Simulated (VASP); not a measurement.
# H3C18N in VASP: notebook

The runs below take H3C18N through single point, with PBEsol.

All numbers are computed with VASP 6.6.1; they aren't measurements. Logs are shortened: lines on timing, memory, paths and dates and some standing lists are left out, and cuts for length are marked.

### 1 The cell of the first run

The cell holds a slab with vacuum, 22 atoms: a = 7.398 Å, b = 7.398 Å, c = 13.000 Å, α = 90.00°, β = 90.00°, γ = 120.00°.

### 2 Single point, PBEsol

The input, INCAR:

```
  PREC = Accurate
  ENCUT = 520
  EDIFF = 1E-6
  ISMEAR = 0
  SIGMA = 0.02
  LREAL = Auto
  LASPH = T
  NELM = 80
  ALGO = Normal
  ISIF = 2
  LWAVE = F
  LCHARG = F
  GGA = PS
  NBANDS = 57
```

The input, KPOINTS:

```
Automatic mesh
0
Gamma
  2 2 1
```

The input, POSCAR:

```
H3C18N
1.0
    7.3980000000      0.0000000000      0.0000000000
   -3.6990000000      6.4068560000      0.0000000000
    0.0000000000      0.0000000000     13.0000000000
C N H
18 1 3
Direct
   -0.0069848074     -0.0047908972      0.0490199456
    0.2154285869      0.1063990693      0.0490454684
   -0.0080086858      0.3298764963      0.0490361239
    0.2164401318      0.4420856059      0.0490373947
   -0.0056951419      0.6641628021      0.0490134297
    0.2141069987      0.7741222082      0.0490379691
    0.3253533956     -0.0034913170      0.0490389029
    0.5498384345      0.1087991240      0.0490158078
    0.3276679605      0.3308934548      0.0490113434
    0.5475858867      0.4407910699      0.0489216917
    0.3263352170      0.6618981864      0.0490461075
    0.5488104929      0.7731328636      0.0490354656
    0.6610667553     -0.0023869786      0.0490495445
    0.8808333256      0.1074715825      0.0490384108
    0.6598376722      0.3286367437      0.0489785326
    0.8821231392      0.4398179051      0.0490118315
    0.6587923566      0.6632102473      0.0489341682
    0.8831897892      0.7753823131      0.0489793690
    0.6825451404      0.5641585709      0.3201597672
    0.5676345779      0.4452979841      0.3622692416
    0.7302459465      0.6972210159      0.3624527671
    0.6109342278      0.5795922496      0.2559441173
```

Potentials or basis: VASP PAW PBE potentials, release 64 (C, N, H).

Started as:

```
$ cat potpaw_PBE.64/C/POTCAR potpaw_PBE.64/N/POTCAR potpaw_PBE.64/H/POTCAR > POTCAR
$ mpirun -np 1 vasp_std > vasp.out
```

OUTCAR:

```text
PREC = Accurate
   ENCUT = 520
   EDIFF = 1E-6
   ISMEAR = 0
   LREAL = Auto
   LASPH = T
   NELM = 80
   ISIF = 2
   GGA = PS

 ion  position               nearest neighbor table
   1  0.993  0.995  0.049-  18 1.41   2 1.42  14 1.44
   2  0.215  0.106  0.049-   7 1.41   1 1.42   9 1.44
   3  0.992  0.330  0.049-  16 1.41  14 1.42   4 1.44
   4  0.216  0.442  0.049-  11 1.41   9 1.43   3 1.44
   5  0.994  0.664  0.049-   6 1.41  18 1.42  16 1.44
   6  0.214  0.774  0.049-   5 1.41   7 1.42  11 1.44
[... 11 lines left out ...]
  18  0.883  0.775  0.049-   1 1.41   5 1.42  17 1.44
  19  0.683  0.564  0.320-  20 1.02  21 1.02  22 1.03
  20  0.568  0.445  0.362-  19 1.02
  21  0.730  0.697  0.362-  19 1.02
  22  0.611  0.580  0.256-  19 1.03

  LATTYP: Found a hexagonal cell.
 ALAT       =     7.3980000000
 C/A-ratio  =     1.7572316842

  Lattice vectors:

 A1 = (   7.3980000000,   0.0000000000,   0.0000000000)
 A2 = (  -3.6990000000,   6.4068560000,   0.0000000000)
 A3 = (   0.0000000000,   0.0000000000,  13.0000000000)

Analysis of symmetry for initial positions (statically):
=====================================================================
 Subroutine PRICEL returns:
 Original cell was already a primitive cell.

 Routine SETGRP: Setting up the symmetry group for a
 hexagonal supercell.

 Subroutine GETGRP returns: Found  1 space group operations
 (whereof  1 operations were pure point group operations)
 out of a pool of 24 trial point group operations.

The static configuration has the point symmetry C_1 .

Analysis of symmetry for dynamics (positions and initial velocities):
=====================================================================
 Subroutine PRICEL returns:
 Original cell was already a primitive cell.

 Routine SETGRP: Setting up the symmetry group for a
 hexagonal supercell.

 Subroutine GETGRP returns: Found  1 space group operations
 (whereof  1 operations were pure point group operations)
 out of a pool of 24 trial point group operations.

The dynamic configuration has the point symmetry C_1 .

 Subroutine INISYM returns: Found  1 space group operations
 (whereof  1 operations are pure point group operations),
 and found     1 'primitive' translations

----------------------------------------------------------------------------------------

                                     Primitive cell

  volume of cell :     616.1730

  direct lattice vectors                    reciprocal lattice vectors
     7.398000000  0.000000000  0.000000000     0.135171668  0.078041398  0.000000000
    -3.699000000  6.406856000  0.000000000     0.000000000  0.156082796  0.000000000
     0.000000000  0.000000000 13.000000000     0.000000000  0.000000000  0.076923077

  length of vectors
     7.398000000  7.398000054 13.000000000     0.156082797  0.156082796  0.076923077

  position of ions in fractional coordinates (direct lattice)
     0.993015193  0.995209103  0.049019946
     0.215428587  0.106399069  0.049045468
     0.991991314  0.329876496  0.049036124
     0.216440132  0.442085606  0.049037395
     0.994304858  0.664162802  0.049013430
     0.214106999  0.774122208  0.049037969
[... 14 lines left out ...]
     0.730245946  0.697221016  0.362452767
     0.610934228  0.579592250  0.255944117

  ion indices of the primitive-cell ions
   primitive index   ion index
                 1           1
                 2           2
                 3           3
                 4           4
                 5           5
                 6           6
[... 14 lines left out ...]
                21          21
                22          22

----------------------------------------------------------------------------------------

 KPOINTS: Automatic mesh

Automatic generation of k-mesh.
 Grid dimensions read from file:
 generate k-points for:    2    2    1

 Generating k-lattice:

  Cartesian coordinates                     Fractional coordinates (reciprocal lattice)
     0.067585834  0.039020699  0.000000000     0.500000000 -0.000000000  0.000000000
     0.000000000  0.078041398  0.000000000     0.000000000  0.500000000  0.000000000
     0.000000000  0.000000000  0.076923077     0.000000000  0.000000000  1.000000000

  Length of vectors
     0.078041399  0.078041398  0.076923077

  Shift w.r.t. Gamma in fractional coordinates (k-lattice)
     0.000000000  0.000000000  0.000000000

 Subroutine IBZKPT returns following result:
 ===========================================

 Found      4 irreducible k-points:

 Following reciprocal coordinates:
            Coordinates               Weight
  0.000000  0.000000  0.000000      1.000000
  0.500000  0.000000  0.000000      1.000000
  0.000000  0.500000  0.000000      1.000000
  0.500000  0.500000  0.000000      1.000000
   k-points           NKPTS =      4   k-points in BZ     NKDIM =      4   number of bands    NBANDS=     57
   number of dos      NEDOS =    301   number of ions     NIONS =     22
   total plane-waves  NPLWV = 307328
   dimension x,y,z NGX =    56 NGY =   56 NGZ =   98
   dimension x,y,z NGXF=   112 NGYF=  112 NGZF=  196
   ions per type =              18   1   3
   NGX,Y,Z   is equivalent  to a cutoff of  12.58, 12.58, 12.53 a.u.
   NGXF,Y,Z  is equivalent  to a cutoff of  25.17, 25.17, 25.06 a.u.
 SYSTEM =  unknown system
   PREC   = accura    normal or accurate (medium, high low for compatibility)
   ISTART =      0    job   : 0-new  1-cont  2-samecut
   ICHARG =      2    charge: 1-file 2-atom 10-const
   ISPIN  =      1    spin polarized calculation?
   LNONCOLLINEAR =      F non collinear calculations
   LSORBIT =      F    spin-orbit coupling
   LASPH  =      T    aspherical Exc in radial PAW
   ENCUT  =  520.0 eV  38.22 Ry    6.18 a.u.  13.76 13.76 24.17*2*pi/ulx,y,z
   NELM   =     80;   NELMIN=  2; NELMDL= -5     # of ELM steps
   EDIFF  = 0.1E-05   stopping-criterion for ELM
   LREAL  =      T    real-space projection
   EDIFFG = 0.1E-04   stopping-criterion for IOM
   NSW    =      0    number of steps for IOM
   IBRION =     -1    ionic relax: 0-MD 1-quasi-New 2-CG
   NFREE  =      0    steps in history (QN), initial steepest desc. (CG)
   ISIF   =      2    stress and relaxation
   ISYM   =      2    0-nonsym 1-usesym 2-fastsym
   POTIM  = 0.5000    time-step for ionic-motion
   TEBEG  =    0.0;   TEEND  =   0.0 temperature during run
   PSTRESS=    0.0 pullay stress
   NELECT =      80.0000    total number of electrons
   NUPDOWN=      -1.0000    fix difference up-down
   EMIN   =  10.00;   EMAX   =-10.00  energy-range for DOS
   EFERMI =   0.00;   METHOD = LEGACY
   ISMEAR =     0;   SIGMA  =   0.02  broadening in eV -4-tet -1-fermi 0-gaus
   EFERMI_NEDOS =   21; number of points for ismear=-14 and -15
   IALGO  =     38    algorithm
   IMIX   =      4    mixing-type and parameters
     AMIX     =   0.40;   BMIX     =  1.00
     AMIX_MAG =   1.60;   BMIX_MAG =  1.00
  volume/ion in A,a.u.               =      28.01       189.01
  Fermi-wavevector in a.u.,A,eV,Ry     =   0.828967  1.566521  9.349739  0.687186
  Thomas-Fermi vector in A             =   1.941434
   LORBIT       =      0    0 simple, 1 ext, 2 COOP (PROOUT), +10 PAW based schemes
   GGA     = PS    functional components
   LHFCALC =     F    Hartree Fock is set to
   AEXX    =    0.0000 exact exchange contribution
   IVDW    =     0    specifies the selected vdW correction
   LEPSILON=     F    determine dielectric tensor
   LRPA    =     F    only Hartree local field effects (RPA)
 non-spin polarized calculation
 Gauss-broadening in eV      SIGMA  =   0.02
  energy-cutoff  :      520.00
  volume of cell :      616.17
 maximum number of plane-waves:     16651
 NGX is ok and might be reduce to    56
   NGX = 27   NGY = 27   NGZ = 49

 number of electron      79.9999999 magnetization

 Free energy of the ion-electron system (eV)
  ---------------------------------------------------
  ext. energy  EPLUGINS =         0.00000000
  ---------------------------------------------------
  free energy    TOTEN  =      -192.70437557 eV

  energy without entropy =     -192.70437557  energy(sigma->0) =     -192.70437557

 E-fermi :  -1.7884     XC(G=0):  -3.8950

 val. band max:       -1.9084038324   @ k =   0.0000   0.0000   0.0000
 cond. band min:      -1.6974112792   @ k =   0.0000   0.0000   0.0000
 fundamental gap:      0.2109925532
 Fermi energy:        -1.7884014819

 k-point     1 :       0.0000    0.0000    0.0000
  band No.  band energies     occupation
      1     -21.2874      2.00000
      2     -18.7814      2.00000
      3     -18.7608      2.00000
      4     -18.7100      2.00000
      5     -18.7003      2.00000
      6     -18.6276      2.00000
[... 44 lines left out ...]
     51       3.1880      0.00000
     52       4.4593      0.00000

 k-point     2 :       0.5000    0.0000    0.0000
  band No.  band energies     occupation
      1     -20.6397      2.00000
      2     -20.6264      2.00000
      3     -19.3823      2.00000
      4     -19.2957      2.00000
      5     -18.4754      2.00000
      6     -16.8881      2.00000
[... 44 lines left out ...]
     51       3.7194      0.00000
     52       3.9879      0.00000

 k-point     3 :       0.0000    0.5000    0.0000
  band No.  band energies     occupation
      1     -20.6361      2.00000
      2     -20.6300      2.00000
      3     -19.3822      2.00000
      4     -19.2958      2.00000
      5     -18.4753      2.00000
      6     -16.8852      2.00000
[... 44 lines left out ...]
     51       3.6382      0.00000
     52       3.9123      0.00000

 k-point     4 :       0.5000    0.5000    0.0000
  band No.  band energies     occupation
      1     -20.6418      2.00000
      2     -20.6242      2.00000
      3     -19.3815      2.00000
      4     -19.2967      2.00000
      5     -18.4753      2.00000
      6     -16.8864      2.00000
[... 44 lines left out ...]
     51       3.7246      0.00000
     52       3.9954      0.00000
 [bands above 52 left out]

------------------------ aborting loop because EDIFF is reached ----------------------------------------

  FORCE on cell =-STRESS in cart. coord.  units (eV):
  Direction    XX          YY          ZZ          XY          YZ          ZX
  --------------------------------------------------------------------------------------
  -------------------------------------------------------------------------------------
  Total       -2.0004632     -1.9405243     -0.1687788      0.0091993     -0.0135184      0.0130691
  in kB       -5.2016186     -5.0457651     -0.4388599      0.0239201     -0.0351507      0.0339823
  external PRESSURE =      -3.5620812 kB  Pullay stress =       0.0000000 kB

 VOLUME and BASIS-vectors are now :
 -----------------------------------------------------------------------------
  energy-cutoff  :      520.00
  volume of cell :      616.17
      direct lattice vectors                 reciprocal lattice vectors
     7.398000000  0.000000000  0.000000000     0.135171668  0.078041398  0.000000000
    -3.699000000  6.406856000  0.000000000     0.000000000  0.156082796  0.000000000
     0.000000000  0.000000000 13.000000000     0.000000000  0.000000000  0.076923077

 POSITION                                       TOTAL-FORCE (eV/Angst)
 -----------------------------------------------------------------------------------
      3.66505      6.37616      0.63726         0.014799      0.002588     -0.000657
      1.20017      0.68168      0.63759        -0.006206      0.006210     -0.004887
      6.11854      2.11347      0.63747        -0.006967     -0.000798     -0.001891
     -0.03405      2.83238      0.63749        -0.011514     -0.008300     -0.001120
      4.89913      4.25520      0.63717         0.007654      0.009858      0.000968
     -1.27951      4.95969      0.63749        -0.002250      0.005168     -0.001418
[... 14 lines left out ...]
      2.82334      4.46699      4.71189         0.019734      0.006737     -0.004033
      2.37578      3.71336      3.32727         0.023481      0.002277      0.001789
 -----------------------------------------------------------------------------------
    total drift:                                0.001173     -0.007363     -0.079291

  FREE ENERGIE OF THE ION-ELECTRON SYSTEM (eV)
  ---------------------------------------------------
  free  energy   TOTEN  =      -192.7043755748 eV

  energy  without entropy=     -192.7043755748  energy(sigma->0) =     -192.70437557
```

Wall time 3.2 min (1 thread of AMD EPYC 9R45 (Zen 5), shared host); peak memory 0.61 GiB.

What came out:

```yaml
Free_energy: -192.7044 eV
Largest_force: 0.061 eV/Å
Band_gap_on_the_k_mesh: 0.21 eV
```

Forces on the atoms (eV/Å):
```
C    0.015  0.003 -0.001
C   -0.006  0.006 -0.005
C   -0.007 -0.001 -0.002
C   -0.012 -0.008 -0.001
C    0.008  0.010  0.001
C   -0.002  0.005 -0.001
C    0.001 -0.005 -0.001
C   -0.001  0.000 -0.002
C    0.005 -0.009  0.001
C   -0.006 -0.018  0.000
C    0.001  0.016 -0.001
C   -0.021 -0.001  0.003
C   -0.017  0.000 -0.004
C    0.009  0.021 -0.001
C    0.006 -0.012 -0.001
C    0.015 -0.011  0.003
C   -0.001 -0.003  0.000
C    0.012  0.006 -0.001
N   -0.059  0.012  0.011
H    0.018 -0.019  0.005
H    0.020  0.007 -0.004
H    0.023  0.002  0.002
```

Caveat: the k points lie up to 0.49 Å⁻¹ apart; there is no dipole correction, which matters where the two faces differ; semilocal functionals underestimate gaps, and a narrow one can read as zero; the PAW data sets were made with another functional, which shifts forces and pressure a little.

### 3 Single point, PBEsol

The input, INCAR:

```
SYSTEM = H3C18N
PREC     = Accurate       ! precision mode
ENCUT    = 520            ! plane-wave cutoff, eV
EDIFF    = 1E-6           ! SCF threshold, eV
ISMEAR   = 0              ! smearing method
SIGMA    = 0.02           ! smearing width, eV
LREAL    = Auto         
LASPH    = .TRUE.         ! aspherical terms in the spheres
NELM     = 100            ! most SCF steps
ALGO     = Normal         ! electronic algorithm
ISIF     = 2              ! what is computed and relaxed
LWAVE    = .FALSE.        ! write WAVECAR
LCHARG   = .TRUE.         ! write CHGCAR
GGA      = PS             ! functional
LELF     = .TRUE.         ! ELF
LVHAR    = .TRUE.       
NBANDS   = 57             ! bands
```

The input, KPOINTS:

```
Automatic mesh
0
G
  2 2 1
  0 0 0
```

The input, POSCAR:

```
H3C18N
1.0
    7.3980000000      0.0000000000      0.0000000000
   -3.6990000000      6.4068560000      0.0000000000
    0.0000000000      0.0000000000     13.0000000000
C N H
18 1 3
Direct
   -0.0069848292     -0.0047909614      0.0490199231
    0.2154286884      0.1063991449      0.0490454615
   -0.0080086457      0.3298764636      0.0490361538
    0.2164400868      0.4420856345      0.0490373846
   -0.0056951940      0.6641627344      0.0490134615
    0.2141071004      0.7741222840      0.0490380000
    0.3253534508     -0.0034912600      0.0490389231
    0.5498384394      0.1087990740      0.0490158462
    0.3276680256      0.3308934991      0.0490113077
    0.5475858636      0.4407910838      0.0489216923
    0.3263352500      0.6618981291      0.0490460769
    0.5488105576      0.7731328752      0.0490354615
    0.6610667184     -0.0023869742      0.0490495385
    0.8808333888      0.1074715898      0.0490383846
    0.6598376785      0.3286366979      0.0489785385
    0.8821232009      0.4398179076      0.0490118462
    0.6587923714      0.6632103172      0.0489341538
    0.8831898185      0.7753823404      0.0489793846
    0.6825451085      0.5641586138      0.3201597692
    0.5676345239      0.4452979745      0.3622692308
    0.7302459774      0.6972210707      0.3624527692
    0.6109342639      0.5795922368      0.2559441538
```

Potentials or basis: VASP PAW PBE potentials, release 64 (C, N, H).

Started as:

```
$ cat potpaw_PBE.64/C/POTCAR potpaw_PBE.64/N/POTCAR potpaw_PBE.64/H/POTCAR > POTCAR
$ mpirun -np 1 vasp_std > vasp.out
```

Run time: 3.3 min. Hardware: 1 thread of AMD EPYC 9R45 (Zen 5), shared host; peak memory 0.61 GiB.

The run converged. Its results:

| Property | Result |
| --- | --- |
| Free energy | -192.7044 eV |
| Largest force | 0.061 eV/Å |
| Band gap on the k mesh | 0.21 eV |

Forces in eV/Å, atoms in the order of the input:
```
C    0.015  0.003 -0.001
C   -0.006  0.006 -0.005
C   -0.007 -0.001 -0.002
C   -0.011 -0.008 -0.001
C    0.008  0.010  0.001
C   -0.002  0.005 -0.001
C    0.001 -0.005 -0.001
C   -0.001  0.000 -0.002
C    0.005 -0.009  0.001
C   -0.006 -0.018  0.000
C    0.001  0.016 -0.001
C   -0.021 -0.001  0.003
C   -0.017  0.000 -0.004
C    0.009  0.021 -0.001
C    0.006 -0.012 -0.001
C    0.015 -0.011  0.003
C   -0.001 -0.003  0.000
C    0.012  0.006 -0.001
N   -0.059  0.012  0.011
H    0.018 -0.019  0.005
H    0.020  0.007 -0.004
H    0.023  0.002  0.002
```

Levels at points of the mesh, in eV from the valence-band top:
| k point | band 37 | band 38 | band 39 | band 40 | band 41 | band 42 | band 43 | band 44 |
| --- | --- | --- | --- | --- | --- | --- | --- | --- |
| (0.00, 0.00, 0.00) | -2.90 | -1.71 | 0.00 | 0.00 | 0.21 | 0.21 | 3.12 | 4.16 |
| (0.50, 0.00, 0.00) | -2.54 | -2.53 | -2.26 | -1.72 | 1.76 | 2.58 | 2.59 | 2.64 |
| (0.00, 0.50, 0.00) | -2.54 | -2.53 | -2.26 | -1.71 | 1.76 | 2.58 | 2.59 | 2.65 |
| (0.50, 0.50, 0.00) | -2.54 | -2.53 | -2.26 | -1.72 | 1.76 | 2.58 | 2.59 | 2.64 |

Caveat: the k points lie up to 0.49 Å⁻¹ apart; there is no dipole correction, which matters where the two faces differ; semilocal functionals underestimate gaps, and a narrow one can read as zero; the PAW data sets were made with another functional, which shifts forces and pressure a little.

[end of part 1 of 2]
